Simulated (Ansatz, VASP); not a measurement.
**One calculation of Rb, two programs**

```
CELL_PARAMETERS angstrom
5.03735 0.00000 0.00000
-2.51867 4.36247 0.00000
0.00000 0.00000 16.66862
ATOMIC_POSITIONS crystal
Rb 0.00000 0.00000 0.00000
Rb 0.00000 0.00000 0.50000
Rb 0.33333 0.66667 0.25000
Rb 0.66667 0.33333 0.75000
```

Alike in both runs: functional PBE; k mesh 7 × 7 × 2; occupations fermi-dirac, width 0.1 eV; no spin polarisation.

Ansatz relaxed the structure, and its values are those at the end. VASP's run is a single point on that final structure, the one shown.

|  | VASP | Ansatz |
| --- | --- | --- |
| version | VASP 6.6.1 | Ansatz 0.2.0 |
| potentials or method | VASP PAW PBE potentials, release 64 (Rb_sv) | PAW with Ansatz's default frozen-core files, scalar-relativistic |
| plane-wave cutoff (eV) | 520 | 420 |
| valence electrons in the cell | 36 | 36 |

|  | VASP | Ansatz | Ansatz less VASP |
| --- | --- | --- | --- |
| pressure (GPa) | 0.0 | 0.0 | 0.00 |

The functional is the same, so the differences come from potentials, cutoffs and numerics.
